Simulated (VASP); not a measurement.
Here is a VASP 6.6.1 calculation.

Contents of INCAR:

```
SYSTEM = MgO
PREC     = Accurate       ! precision mode
ENCUT    = 600            ! plane-wave cutoff, eV
EDIFF    = 1E-6           ! SCF threshold, eV
ISMEAR   = 0              ! smearing method
SIGMA    = 0.01           ! smearing width, eV
LREAL    = .False.        ! projectors in reciprocal space
LASPH    = .True.         ! aspherical terms in the spheres
NELM     = 120            ! most SCF steps
ALGO     = Normal         ! electronic algorithm
ISIF     = 2              ! what is computed and relaxed
LWAVE    = .False.        ! write WAVECAR
LCHARG   = .False.        ! write CHGCAR
GGA      = PE             ! functional
NBANDS   = 11             ! bands
GGA_COMPAT= .False.
```

Contents of KPOINTS:

```
Automatic mesh
0
Gamma
  2 2 2
  0 0 0
```

Contents of POSCAR:

```
MgO
1.0
    0.0000000000      2.0711650200      2.0711650200
    2.0711650200      0.0000000000      2.0711650200
    2.0711650200      2.0711650200      0.0000000000
Mg O
1 1
Direct
    0.0000000000      0.0000000000      0.0000000000
    0.5000000000      0.5000000000      0.5000000000
```

Potentials or basis: VASP PAW PBE potentials, release 64 (Mg, O).

Command:

```console
$ cat potpaw_PBE.64/Mg/POTCAR potpaw_PBE.64/O/POTCAR > POTCAR
$ mpirun -np 1 vasp_std > vasp.out
```

(1) What does it give for the pressure?

(2) Predict the band gap on the k mesh.

Results:

(1) 18.2 GPa.

(2) 4.99 eV, direct.

Caveat: the k points lie up to 1.31 Å⁻¹ apart.
